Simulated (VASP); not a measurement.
# PbS (R3m) in VASP: notebook

PbS is run at these levels: LDA, PBEsol, PBE; tasks: single point.

Program: VASP 6.6.1. These are calculated values, not measurements. Logs are shortened: lines on timing, memory, paths and dates and some standing lists are left out, and cuts for length are marked.

**1. The cell of the first run**

It takes space group R3m (No. 160, trigonal). Conventional cell: a = 4.308 Å, b = 4.308 Å, c = 10.559 Å, α = 90.00°, β = 90.00°, γ = 120.00°. Within 4.0 Å of Pb (site symmetry 3m) lie 6 S at 3.01 to 3.08 Å. S (site symmetry 3m) has 6 Pb at 3.01 to 3.08 Å within 4.0 Å.

**2. Single point, LDA**

The input, INCAR:

```
  PREC = Accurate
  ENCUT = 520
  EDIFF = 1E-7
  ISMEAR = -1
  SIGMA = 0.05
  LREAL = F
  LASPH = T
  NELM = 80
  ALGO = Normal
  ISIF = 2
  LWAVE = F
  LCHARG = F
  NBANDS = 17
```

The input, KPOINTS:

```
Automatic mesh
0
Gamma
  8 8 8
```

The input, POSCAR:

```
PbS
1.0
    2.1540969647      1.2436684624      3.5196180723
   -2.1540969647      1.2436684624      3.5196180723
    0.0000000000     -2.4873369248      3.5196180723
Pb S
1 1
Direct
    0.9805657800      0.9805657800      0.9805657800
    0.4750355500      0.4750355500      0.4750355500
```

Potentials or basis: VASP PAW LDA potentials, release 64 (Pb_d, S).

Started as:

```console
$ cat potpaw_LDA.64/Pb_d/POTCAR potpaw_LDA.64/S/POTCAR > POTCAR
$ mpirun -np 1 vasp_std > vasp.out
```

OUTCAR:

```text
PREC = Accurate
   ENCUT = 520
   EDIFF = 1E-7
   ISMEAR = -1
   LREAL = F
   LASPH = T
   NELM = 80
   ISIF = 2

 ion  position               nearest neighbor table
   1  0.981  0.981  0.981-   2 3.01   2 3.01   2 3.01   2 3.08   2 3.08   2 3.08
   2  0.475  0.475  0.475-   1 3.01   1 3.01   1 3.01   1 3.08   1 3.08   1 3.08

  LATTYP: Found a trigonal (rhomboedric) cell.
 ALAT       =     4.3098209189
 COS(alpha) =     0.5003774362

  Lattice vectors:

 A1 = (   2.1540969647,   1.2436684624,   3.5196180723)
 A2 = (  -2.1540969647,   1.2436684624,   3.5196180723)
 A3 = (   0.0000000000,  -2.4873369248,   3.5196180723)

Analysis of symmetry for initial positions (statically):
=====================================================================
 Subroutine PRICEL returns:
 Original cell was already a primitive cell.

 Routine SETGRP: Setting up the symmetry group for a
 trigonal (rhombohedral) supercell.

 Subroutine GETGRP returns: Found  6 space group operations
 (whereof  6 operations were pure point group operations)
 out of a pool of 12 trial point group operations.

The static configuration has the point symmetry C_3v.

Analysis of symmetry for dynamics (positions and initial velocities):
=====================================================================
 Subroutine PRICEL returns:
 Original cell was already a primitive cell.

 Routine SETGRP: Setting up the symmetry group for a
 trigonal (rhombohedral) supercell.

 Subroutine GETGRP returns: Found  6 space group operations
 (whereof  6 operations were pure point group operations)
 out of a pool of 12 trial point group operations.

The dynamic configuration has the point symmetry C_3v.

 Subroutine INISYM returns: Found  6 space group operations
 (whereof  6 operations are pure point group operations),
 and found     1 'primitive' translations

----------------------------------------------------------------------------------------

                                     Primitive cell

  volume of cell :      56.5740

  direct lattice vectors                    reciprocal lattice vectors
     2.154096965  1.243668462  3.519618072     0.232115828  0.134012136  0.094707246
    -2.154096965  1.243668462  3.519618072    -0.232115828  0.134012136  0.094707246
     0.000000000 -2.487336925  3.519618072     0.000000000 -0.268024271  0.094707246

  length of vectors
     4.309820919  4.309820919  4.309820919     0.284264793  0.284264793  0.284264793

  position of ions in fractional coordinates (direct lattice)
     0.980565780  0.980565780  0.980565780
     0.475035550  0.475035550  0.475035550

  ion indices of the primitive-cell ions
   primitive index   ion index
                 1           1
                 2           2

----------------------------------------------------------------------------------------

 KPOINTS: Automatic mesh

Automatic generation of k-mesh.
 Grid dimensions read from file:
 generate k-points for:    8    8    8

 Generating k-lattice:

  Cartesian coordinates                     Fractional coordinates (reciprocal lattice)
     0.029014478  0.016751517  0.011838406     0.125000000 -0.000000000  0.000000000
    -0.029014478  0.016751517  0.011838406    -0.000000000  0.125000000  0.000000000
     0.000000000 -0.033503034  0.011838406     0.000000000  0.000000000  0.125000000

  Length of vectors
     0.035533099  0.035533099  0.035533099

  Shift w.r.t. Gamma in fractional coordinates (k-lattice)
     0.000000000  0.000000000  0.000000000

 Subroutine IBZKPT returns following result:
 ===========================================

 Found     65 irreducible k-points:

 Following reciprocal coordinates:
            Coordinates               Weight
  0.000000  0.000000  0.000000      1.000000
  0.125000 -0.000000  0.000000      6.000000
  0.250000 -0.000000  0.000000      6.000000
  0.375000 -0.000000 -0.000000      6.000000
  0.500000 -0.000000  0.000000      3.000000
  0.125000  0.125000  0.000000      6.000000
[... 16 lines left out ...]
  0.250000  0.125000  0.125000      6.000000
  0.375000  0.125000  0.125000      6.000000
 [... further k-points ...]
   k-points           NKPTS =     65   k-points in BZ     NKDIM =     65   number of bands    NBANDS=     17
   number of dos      NEDOS =    301   number of ions     NIONS =      2
   total plane-waves  NPLWV =  32768
   dimension x,y,z NGX =    32 NGY =   32 NGZ =   32
   dimension x,y,z NGXF=    64 NGYF=   64 NGZF=   64
   ions per type =               1   1
   NGX,Y,Z   is equivalent  to a cutoff of  12.34, 12.34, 12.34 a.u.
   NGXF,Y,Z  is equivalent  to a cutoff of  24.69, 24.69, 24.69 a.u.
 SYSTEM =  unknown system
   PREC   = accura    normal or accurate (medium, high low for compatibility)
   ISTART =      0    job   : 0-new  1-cont  2-samecut
   ICHARG =      2    charge: 1-file 2-atom 10-const
   ISPIN  =      1    spin polarized calculation?
   LNONCOLLINEAR =      F non collinear calculations
   LSORBIT =      F    spin-orbit coupling
   LASPH  =      T    aspherical Exc in radial PAW
   ENCUT  =  520.0 eV  38.22 Ry    6.18 a.u.   8.01  8.01  8.01*2*pi/ulx,y,z
   NELM   =     80;   NELMIN=  2; NELMDL= -5     # of ELM steps
   EDIFF  = 0.1E-06   stopping-criterion for ELM
   LREAL  =      F    real-space projection
   EDIFFG = 0.1E-05   stopping-criterion for IOM
   NSW    =      0    number of steps for IOM
   IBRION =     -1    ionic relax: 0-MD 1-quasi-New 2-CG
   NFREE  =      0    steps in history (QN), initial steepest desc. (CG)
   ISIF   =      2    stress and relaxation
   ISYM   =      2    0-nonsym 1-usesym 2-fastsym
   POTIM  = 0.5000    time-step for ionic-motion
   TEBEG  =    0.0;   TEEND  =   0.0 temperature during run
   PSTRESS=    0.0 pullay stress
   NELECT =      20.0000    total number of electrons
   NUPDOWN=      -1.0000    fix difference up-down
   EMIN   =  10.00;   EMAX   =-10.00  energy-range for DOS
   EFERMI =   0.00;   METHOD = LEGACY
   ISMEAR =    -1;   SIGMA  =   0.05  broadening in eV -4-tet -1-fermi 0-gaus
   EFERMI_NEDOS =   21; number of points for ismear=-14 and -15
   IALGO  =     38    algorithm
   IMIX   =      4    mixing-type and parameters
     AMIX     =   0.40;   BMIX     =  1.00
     AMIX_MAG =   1.60;   BMIX_MAG =  1.00
  volume/ion in A,a.u.               =      28.29       190.89
  Fermi-wavevector in a.u.,A,eV,Ry     =   1.157566  2.187483 18.231265  1.339960
  Thomas-Fermi vector in A             =   2.294177
   LORBIT       =      0    0 simple, 1 ext, 2 COOP (PROOUT), +10 PAW based schemes
   GGA     = CA    functional components
   LHFCALC =     F    Hartree Fock is set to
   AEXX    =    0.0000 exact exchange contribution
   IVDW    =     0    specifies the selected vdW correction
   LEPSILON=     F    determine dielectric tensor
   LRPA    =     F    only Hartree local field effects (RPA)
 non-spin polarized calculation
  energy-cutoff  :      520.00
  volume of cell :       56.57
 maximum number of plane-waves:      1540
   NGX = 17   NGY = 17   NGZ = 17

 number of electron      19.9999998 magnetization

 Free energy of the ion-electron system (eV)
  ---------------------------------------------------
  ext. energy  EPLUGINS =         0.00000000
  ---------------------------------------------------
  free energy    TOTEN  =        -9.86141125 eV

  energy without entropy =       -9.86134308  energy(sigma->0) =       -9.86137716

 E-fermi :   4.7308     XC(G=0):  -9.6641

 val. band max:        4.4916344347   @ k =   0.5000  -0.0000   0.0000
 cond. band min:       4.9698758353   @ k =   0.5000  -0.0000   0.0000
 fundamental gap:      0.4782414006
 Fermi energy:         4.7307570544

 k-point     1 :       0.0000    0.0000    0.0000
  band No.  band energies     occupation
      1     -12.0899      2.00000
      2     -12.0895      2.00000
      3     -12.0895      2.00000
      4     -12.0787      2.00000
      5     -12.0787      2.00000
      6      -8.3136      2.00000
[... 9 lines left out ...]
     16      11.4163      0.00000
     17      13.2051      0.00000

 k-point     2 :       0.1250   -0.0000    0.0000
  band No.  band energies     occupation
      1     -12.0890      2.00000
      2     -12.0877      2.00000
      3     -12.0875      2.00000
      4     -12.0790      2.00000
      5     -12.0789      2.00000
      6      -8.1940      2.00000
[... 9 lines left out ...]
     16      11.7408      0.00000
     17      14.1564      0.00000

 k-point     3 :       0.2500   -0.0000    0.0000
  band No.  band energies     occupation
      1     -12.0925      2.00000
      2     -12.0921      2.00000
      3     -12.0875      2.00000
      4     -12.0699      2.00000
      5     -12.0696      2.00000
      6      -7.8640      2.00000
[... 9 lines left out ...]
     16      12.5551      0.00000
     17      15.8842      0.00000

 k-point     4 :       0.3750   -0.0000   -0.0000
  band No.  band energies     occupation
      1     -12.0996      2.00000
      2     -12.0992      2.00000
      3     -12.0863      2.00000
      4     -12.0582      2.00000
      5     -12.0579      2.00000
      6      -7.4414      2.00000
[... 9 lines left out ...]
     16      13.7622      0.00000
     17      15.8857      0.00000
[... 343 lines left out ...]
      1     -12.0893      2.00000
      2     -12.0875      2.00000
      3     -12.0875      2.00000
      4     -12.0789      2.00000
      5     -12.0789      2.00000
      6      -8.1945      2.00000
[... 9 lines left out ...]
     16      11.7373      0.00000
     17      14.1513      0.00000

 k-point    23 :       0.2500    0.1250    0.1250
  band No.  band energies     occupation
      1     -12.0892      2.00000
      2     -12.0882      2.00000
      3     -12.0861      2.00000
      4     -12.0823      2.00000
      5     -12.0711      2.00000
      6      -8.0035      2.00000
[... 9 lines left out ...]
     16      12.7685      0.00000
     17      13.9331      0.00000

 k-point    24 :       0.3750    0.1250    0.1250
  band No.  band energies     occupation
      1     -12.0971      2.00000
      2     -12.0929      2.00000
      3     -12.0857      2.00000
      4     -12.0708      2.00000
      5     -12.0627      2.00000
      6      -7.6342      2.00000
[... 9 lines left out ...]
     16      14.0783      0.00000
     17      15.1138      0.00000

 [... further k-points ...]

------------------------ aborting loop because EDIFF is reached ----------------------------------------

  FORCE on cell =-STRESS in cart. coord.  units (eV):
  Direction    XX          YY          ZZ          XY          YZ          ZX
  --------------------------------------------------------------------------------------
  -------------------------------------------------------------------------------------
  Total       -2.1695917     -2.1695917     -2.1583287      0.0000000     -0.0000000      0.0000000
  in kB      -61.4429333    -61.4429333    -61.1239633      0.0000000     -0.0000000      0.0000000
  external PRESSURE =     -61.3366099 kB  Pullay stress =       0.0000000 kB

 VOLUME and BASIS-vectors are now :
 -----------------------------------------------------------------------------
  energy-cutoff  :      520.00
  volume of cell :       56.57
      direct lattice vectors                 reciprocal lattice vectors
     2.154096965  1.243668462  3.519618072     0.232115828  0.134012136  0.094707246
    -2.154096965  1.243668462  3.519618072    -0.232115828  0.134012136  0.094707246
     0.000000000 -2.487336925  3.519618072     0.000000000 -0.268024271  0.094707246

 POSITION                                       TOTAL-FORCE (eV/Angst)
 -----------------------------------------------------------------------------------
      0.00000      0.00000     10.35365         0.000000     -0.000000      0.030944
      0.00000      0.00000      5.01583         0.000000      0.000000     -0.030944
 -----------------------------------------------------------------------------------
    total drift:                                0.000000      0.000000     -0.000160

  FREE ENERGIE OF THE ION-ELECTRON SYSTEM (eV)
  ---------------------------------------------------
  free  energy   TOTEN  =        -9.8614112474 eV

  energy  without entropy=       -9.8613430768  energy(sigma->0) =       -9.86137716
```

It took 64 s on 1 thread of AMD EPYC 7R13, shared host; peak memory 0.17 GiB.

Results:

```
Free energy            : -9.8614 eV
Pressure               : -6.1 GPa
Largest force          : 0.031 eV/Å
Band gap on the k mesh : 0.48 eV
```

Forces on the atoms (eV/Å):
```
Pb   0.000  0.000  0.031
S    0.000  0.000 -0.031
```

Levels at points of the mesh, in eV from the valence-band top:
```tsv
k point	band 8	band 9	band 10	band 11	band 12	band 13
(0.00, 0.00, 0.00)	-1.71	-1.71	-1.70	4.88	4.90	4.90
(0.50, 0.00, 0.00)	-1.37	-1.36	0.00	0.48	2.07	2.07
(0.50, 0.50, 0.00)	-4.51	-2.88	-2.88	4.10	5.27	5.34
(0.50, 0.50, 0.50)	-1.36	-1.36	-0.03	0.51	2.07	2.07
```

Caveat: the cell stands under tension; spin-orbit coupling is left out, which moves the levels of the heavy elements.

**3. Single point, PBEsol**

The input, INCAR:

```
ALGO = Normal
EDIFF = 1E-6
ENCUT = 520
GGA = PS
ISIF = 2
ISMEAR = -1
LASPH = T
LCHARG = F
LREAL = F
LWAVE = F
NBANDS = 17
NELM = 100
PREC = Accurate
SIGMA = 0.05
```

The input, KPOINTS:

```
k-points
0
Gamma
  8 8 8
```

POSCAR is that of step 2.

Potentials or basis: VASP PAW PBE potentials, release 64 (Pb_d, S).

Started as:

```console
$ cat potpaw_PBE.64/Pb_d/POTCAR potpaw_PBE.64/S/POTCAR > POTCAR
$ mpirun -np 1 vasp_std > vasp.out
```

It took 68 s on 1 thread of AMD EPYC 7R13, shared host; peak memory 0.18 GiB.

Results (log left out):

```yaml
Free_energy: -9.3772 eV
Pressure: -4.7 GPa
Largest_force: 0.021 eV/Å
Band_gap_on_the_k_mesh: 0.53 eV
```

Forces on the atoms (eV/Å):
```
Pb   0.000  0.000  0.021
S    0.000  0.000 -0.021
```

Levels at points of the mesh, in eV from the valence-band top:
```
           k point  band 6  band 7  band 8  band 9  band 10  band 11  band 12  band 13  band 14  band 15
(0.00, 0.00, 0.00)  -12.83   -6.12   -1.71   -1.71    -1.71     4.97     5.00     5.00     6.92     6.92
(0.50, 0.00, 0.00)  -11.76   -8.38   -1.38   -1.38     0.00     0.53     2.14     2.14     8.46    10.28
(0.50, 0.50, 0.00)  -11.44   -7.06   -4.50   -2.88    -2.87     4.11     5.33     5.42     5.45    11.18
(0.50, 0.50, 0.50)  -11.76   -8.37   -1.37   -1.37    -0.03     0.56     2.14     2.14     8.45    10.28
```

Caveat: the cell stands under tension; the PAW data sets were made with another functional, which shifts forces and pressure a little; spin-orbit coupling is left out, which moves the levels of the heavy elements. A k mesh can miss the band edges.

[end of part 1 of 2]
